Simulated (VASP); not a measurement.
# CdP (P1) in VASP: single point with PBE

Aim: the single point of CdP with PBE.

All numbers are computed with VASP 6.6.1; they aren't measurements. Logs are shortened: lines on timing, memory, paths and dates and some standing lists are left out, and cuts for length are marked.

### 1 The cell of the first run

The typed cell holds 2 atoms: a = 4.231 Å, b = 4.316 Å, c = 5.831 Å, α = 89.62°, β = 90.96°, γ = 121.42°.

### 2 Single point, PBE

INCAR reads:

```
SYSTEM = CdP
PREC     = Accurate       ! precision mode
ENCUT    = 500            ! plane-wave cutoff, eV
EDIFF    = 1E-6           ! SCF threshold, eV
ISMEAR   = -1             ! smearing method
SIGMA    = 0.15           ! smearing width, eV
LREAL    = .False.        ! projectors in reciprocal space
LASPH    = .True.         ! aspherical terms in the spheres
NELM     = 120            ! most SCF steps
ALGO     = Normal         ! electronic algorithm
ISIF     = 2              ! what is computed and relaxed
LWAVE    = .False.        ! write WAVECAR
LCHARG   = .False.        ! write CHGCAR
GGA      = PE             ! functional
NBANDS   = 16             ! bands
GGA_COMPAT= .False.
```

KPOINTS reads:

```
Automatic mesh
0
Gamma
  2 2 1
  0.5 0.5 0
```

POSCAR reads:

```
CdP
1.0
    4.2305250000     -0.0773570000     -0.0357120000
   -2.1822560000      3.7230560000      0.0141870000
   -0.0486120000     -0.0057670000      5.8307610000
Cd P
1 1
Direct
    0.5534480000      0.3513170000      0.1418850000
    0.9061210000      1.0272590000      0.1508190000
```

Potentials or basis: VASP PAW PBE potentials, release 64 (Cd, P).

Command:

```sh
$ cat potpaw_PBE.64/Cd/POTCAR potpaw_PBE.64/P/POTCAR > POTCAR
$ mpirun -np 1 vasp_std > vasp.out
```

OUTCAR:

```text
SYSTEM = CdP
   PREC = Accurate
   ENCUT = 500
   EDIFF = 1E-6
   ISMEAR = -1
   LREAL = .False.
   LASPH = .True.
   NELM = 120
   ISIF = 2
   GGA = PE

 ion  position               nearest neighbor table
   1  0.553  0.351  0.142-   2 2.34   2 2.49   2 2.52
   2  0.906  0.027  0.151-   1 2.34   1 2.49   1 2.52

  LATTYP: Found a triclinic cell.
 ALAT       =     4.2313828978
 B/A-ratio  =     1.0198806618
 C/A-ratio  =     1.3780285623
 COS(alpha) =     0.0066498506
 COS(beta)  =     0.0167565935
 COS(gamma) =     0.5213751086

  Lattice vectors:

 A1 = (   4.2305250000,  -0.0773570000,  -0.0357120000)
 A2 = (   2.1822560000,  -3.7230560000,  -0.0141870000)
 A3 = (   0.0486120000,   0.0057670000,  -5.8307610000)

Analysis of symmetry for initial positions (statically):
=====================================================================
 Subroutine PRICEL returns:
 Original cell was already a primitive cell.

 Routine SETGRP: Setting up the symmetry group for a
 triclinic supercell.

 Subroutine GETGRP returns: Found  1 space group operations
 (whereof  1 operations were pure point group operations)
 out of a pool of  2 trial point group operations.

The static configuration has the point symmetry C_1 .

Analysis of symmetry for dynamics (positions and initial velocities):
=====================================================================
 Subroutine PRICEL returns:
 Original cell was already a primitive cell.

 Routine SETGRP: Setting up the symmetry group for a
 triclinic supercell.

 Subroutine GETGRP returns: Found  1 space group operations
 (whereof  1 operations were pure point group operations)
 out of a pool of  2 trial point group operations.

The dynamic configuration has the point symmetry C_1 .

 Subroutine INISYM returns: Found  1 space group operations
 (whereof  1 operations are pure point group operations),
 and found     1 'primitive' translations

----------------------------------------------------------------------------------------

                                     Primitive cell

  volume of cell :      90.8465

  direct lattice vectors                    reciprocal lattice vectors
     4.230525000 -0.077357000 -0.035712000     0.238956240  0.140055228  0.002130741
    -2.182256000  3.723056000  0.014187000     0.004967239  0.271506899  0.000309951
    -0.048612000 -0.005767000  5.830761000     0.001451463  0.000197193  0.171516496

  length of vectors
     4.231382898  4.315505590  5.830966491     0.276983919  0.271552510  0.171522751

  position of ions in fractional coordinates (direct lattice)
     0.553448000  0.351317000  0.141885000
     0.906121000  0.027259000  0.150819000

  ion indices of the primitive-cell ions
   primitive index   ion index
                 1           1
                 2           2

----------------------------------------------------------------------------------------

 KPOINTS: Automatic mesh

Automatic generation of k-mesh.
 Grid dimensions read from file:
 generate k-points for:    2    2    1

 Generating k-lattice:

  Cartesian coordinates                     Fractional coordinates (reciprocal lattice)
     0.119478120  0.070027614  0.001065370     0.500000000  0.000000000  0.000000000
     0.002483619  0.135753450  0.000154975    -0.000000000  0.500000000  0.000000000
     0.001451463  0.000197193  0.171516496     0.000000000  0.000000000  1.000000000

  Length of vectors
     0.138491960  0.135776255  0.171522751

  Shift w.r.t. Gamma in fractional coordinates (k-lattice)
     0.500000000  0.500000000  0.000000000

 Subroutine IBZKPT returns following result:
 ===========================================

 Found      2 irreducible k-points:

 Following reciprocal coordinates:
            Coordinates               Weight
  0.250000  0.250000  0.000000      2.000000
 -0.250000  0.250000 -0.000000      2.000000
   k-points           NKPTS =      2   k-points in BZ     NKDIM =      2   number of bands    NBANDS=     16
   number of dos      NEDOS =    301   number of ions     NIONS =      2
   total plane-waves  NPLWV =  49152
   dimension x,y,z NGX =    32 NGY =   32 NGZ =   48
   dimension x,y,z NGXF=    64 NGYF=   64 NGZF=   96
   ions per type =               1   1
   NGX,Y,Z   is equivalent  to a cutoff of  12.57, 12.33, 13.69 a.u.
   NGXF,Y,Z  is equivalent  to a cutoff of  25.14, 24.65, 27.37 a.u.
 SYSTEM =  CdP
   PREC   = accura    normal or accurate (medium, high low for compatibility)
   ISTART =      0    job   : 0-new  1-cont  2-samecut
   ICHARG =      2    charge: 1-file 2-atom 10-const
   ISPIN  =      1    spin polarized calculation?
   LNONCOLLINEAR =      F non collinear calculations
   LSORBIT =      F    spin-orbit coupling
   LASPH  =      T    aspherical Exc in radial PAW
   ENCUT  =  500.0 eV  36.75 Ry    6.06 a.u.   7.71  7.87 10.63*2*pi/ulx,y,z
   NELM   =    120;   NELMIN=  2; NELMDL= -5     # of ELM steps
   EDIFF  = 0.1E-05   stopping-criterion for ELM
   LREAL  =      F    real-space projection
   EDIFFG = 0.1E-04   stopping-criterion for IOM
   NSW    =      0    number of steps for IOM
   IBRION =     -1    ionic relax: 0-MD 1-quasi-New 2-CG
   NFREE  =      0    steps in history (QN), initial steepest desc. (CG)
   ISIF   =      2    stress and relaxation
   ISYM   =      2    0-nonsym 1-usesym 2-fastsym
   POTIM  = 0.5000    time-step for ionic-motion
   TEBEG  =    0.0;   TEEND  =   0.0 temperature during run
   PSTRESS=    0.0 pullay stress
   NELECT =      17.0000    total number of electrons
   NUPDOWN=      -1.0000    fix difference up-down
   EMIN   =  10.00;   EMAX   =-10.00  energy-range for DOS
   EFERMI =   0.00;   METHOD = LEGACY
   ISMEAR =    -1;   SIGMA  =   0.15  broadening in eV -4-tet -1-fermi 0-gaus
   EFERMI_NEDOS =   21; number of points for ismear=-14 and -15
   IALGO  =     38    algorithm
   IMIX   =      4    mixing-type and parameters
     AMIX     =   0.40;   BMIX     =  1.00
     AMIX_MAG =   1.60;   BMIX_MAG =  1.00
  volume/ion in A,a.u.               =      45.42       306.53
  Fermi-wavevector in a.u.,A,eV,Ry     =   0.936386  1.769514 11.929854  0.876820
  Thomas-Fermi vector in A             =   2.063391
   LORBIT       =      0    0 simple, 1 ext, 2 COOP (PROOUT), +10 PAW based schemes
   GGA     = PE    functional components
   LHFCALC =     F    Hartree Fock is set to
   AEXX    =    0.0000 exact exchange contribution
   IVDW    =     0    specifies the selected vdW correction
   LEPSILON=     F    determine dielectric tensor
   LRPA    =     F    only Hartree local field effects (RPA)
 non-spin polarized calculation
  energy-cutoff  :      500.00
  volume of cell :       90.85
 maximum number of plane-waves:      2311
 NGX is ok and might be reduce to    30
   NGX = 15   NGY = 15   NGZ = 21

 number of electron      17.0000004 magnetization

 Free energy of the ion-electron system (eV)
  ---------------------------------------------------
  ext. energy  EPLUGINS =         0.00000000
  ---------------------------------------------------
  free energy    TOTEN  =        -4.88780644 eV

  energy without entropy =       -4.68975885  energy(sigma->0) =       -4.78878264

 E-fermi :  -1.2605     XC(G=0):  -6.2623

 val. band max:       -1.3812790579   @ k =  -0.2500   0.2500  -0.0000
 cond. band min:      -1.1493999407   @ k =   0.2500   0.2500   0.0000
 fundamental gap:      0.2318791172
 Fermi energy:        -1.2605378487

 k-point     1 :       0.2500    0.2500    0.0000
  band No.  band energies     occupation
      1     -11.1681      2.00000
      2      -9.3345      2.00000
      3      -9.2364      2.00000
      4      -9.1791      2.00000
      5      -9.0578      2.00000
      6      -8.0873      2.00000
      7      -4.7113      2.00000
      8      -2.9546      1.99998
      9      -1.1494      0.64561
     10       3.1929      0.00000
     11       3.7520      0.00000
     12       4.7432      0.00000
     13       5.9065      0.00000
     14       6.5626      0.00000
     15       7.1173      0.00000
     16       8.2781      0.00000

 k-point     2 :      -0.2500    0.2500   -0.0000
  band No.  band energies     occupation
      1     -11.4046      2.00000
      2      -9.4791      2.00000
      3      -9.3677      2.00000
      4      -9.1142      2.00000
      5      -9.0515      2.00000
      6      -8.4923      2.00000
      7      -3.1900      1.99999
      8      -1.9007      1.97236
      9      -1.3813      1.38206
     10       2.2568      0.00000
     11       3.7769      0.00000
     12       4.3434      0.00000
     13       5.4082      0.00000
     14       6.9053      0.00000
     15       8.8597      0.00000
     16       8.9443      0.00000

------------------------ aborting loop because EDIFF is reached ----------------------------------------

  FORCE on cell =-STRESS in cart. coord.  units (eV):
  Direction    XX          YY          ZZ          XY          YZ          ZX
  --------------------------------------------------------------------------------------
  -------------------------------------------------------------------------------------
  Total        2.3950113      0.5497384      0.5954315      1.0483559     -0.0185397     -0.0898420
  in kB       42.2386544      9.6952411     10.5010893     18.4889080     -0.3269686     -1.5844625
  external PRESSURE =      20.8116616 kB  Pullay stress =       0.0000000 kB

 VOLUME and BASIS-vectors are now :
 -----------------------------------------------------------------------------
  energy-cutoff  :      500.00
  volume of cell :       90.85
      direct lattice vectors                 reciprocal lattice vectors
     4.230525000 -0.077357000 -0.035712000     0.238956240  0.140055228  0.002130741
    -2.182256000  3.723056000  0.014187000     0.004967239  0.271506899  0.000309951
    -0.048612000 -0.005767000  5.830761000     0.001451463  0.000197193  0.171516496

 POSITION                                       TOTAL-FORCE (eV/Angst)
 -----------------------------------------------------------------------------------
      1.56781      1.26434      0.81252         1.431099      0.242379      0.016454
      3.76655      0.03052      0.84742        -1.431099     -0.242379     -0.016454
 -----------------------------------------------------------------------------------
    total drift:                               -0.000647      0.000056     -0.000197

  FREE ENERGIE OF THE ION-ELECTRON SYSTEM (eV)
  ---------------------------------------------------
  free  energy   TOTEN  =        -4.8878064410 eV

  energy  without entropy=       -4.6897588455  energy(sigma->0) =       -4.78878264
```

It took 14 s on 1 thread of Intel Xeon 8259CL, shared host; peak memory 0.2 GiB.

Results:

```yaml
Free_energy: -4.8878 eV
Pressure: 2.1 GPa
Largest_force: 1.452 eV/Å
```

Forces in eV/Å, atoms in the order of the input:
```
Cd   1.431  0.242  0.016
P   -1.431 -0.242 -0.016
```

Stress tensor (GPa, compression positive):
```
 4.22  1.85 -0.16
 1.85  0.97 -0.03
-0.16 -0.03  1.05
```

Caveat: the k points lie up to 1.08 Å⁻¹ apart; forces of over 1 eV/Å act on the atoms, so gaps and moduli don't describe the material at rest.
